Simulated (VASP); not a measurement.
## SiO2: vibrations by perturbation theory with PBE

SiO2:

```
Si O
1.0
    -2.42898    2.42898    3.66294
     2.42898   -2.42898    3.66294
     2.42898    2.42898   -3.66294
Si O
2 4
Direct
  0.00000 0.00000 0.00000
  0.75000 0.25000 0.50000
  0.99290 0.62500 0.86790
  0.37500 0.24290 0.36790
  0.75710 0.12500 0.13210
  0.87500 0.00710 0.63210
```

```json
{
  "Program": "VASP 6.6.1",
  "Task": "vibrations by perturbation theory",
  "Functional": "PBE",
  "Potentials or basis": "VASP PAW PBE potentials, release 64 (Si, O)",
  "Cutoff": "520 eV",
  "k mesh": "8 × 8 × 8",
  "Occupations": "gaussian, width 0.01 eV",
  "Spin": "no spin polarisation",
  "Dipole correction": "no",
  "Further INCAR settings": "ALGO = Normal; EDIFF = 1e-08; NBANDS = 25; IBRION = 8; NSW = 1"
}
```

```json
{
  "Electronic dielectric tensor (diagonal)": "2.28, 2.28, 2.31",
  "Born charges (mean of the diagonal)": "Si +3.26; O -1.63 e",
  "Highest phonon frequency at Γ, LO-TO splitting left out": "1076 cm⁻¹"
}
```

Phonon frequencies in cm⁻¹ (negative: imaginary):
```
              q point                                                              frequencies
(0.000, 0.000, 0.000)  -1 -1 0 159 159 360 375 426 430 452 452 758 774 774 1038 1051 1051 1076
```

Electronic dielectric tensor:
```
2.28 0.00 0.00
0.00 2.28 0.00
0.00 0.00 2.31
```

Born effective charge tensors (e):
atom 1, Si
```
 3.22 -0.42  0.00
 0.42  3.22  0.00
 0.00  0.00  3.34
```
atom 2, Si
```
 3.22  0.42  0.00
-0.42  3.22  0.00
 0.00  0.00  3.34
```
atom 3, O
```
-2.14  0.00 -0.86
 0.00 -1.09  0.00
-0.83  0.00 -1.67
```
atom 4, O
```
-1.09  0.00  0.00
 0.00 -2.14 -0.86
 0.00 -0.83 -1.67
```
atom 5, O
```
-2.14  0.00  0.86
 0.00 -1.09  0.00
 0.83  0.00 -1.67
```
atom 6, O
```
-1.09  0.00  0.00
 0.00 -2.14  0.86
 0.00  0.83 -1.67
```

Wall time 2.6 h on 1 thread of Oxide Virtual Turin-like Processor, on a shared host, peak memory 1.2 GiB.

Caveat: the cell stands under pressure or tension, which shifts response properties.
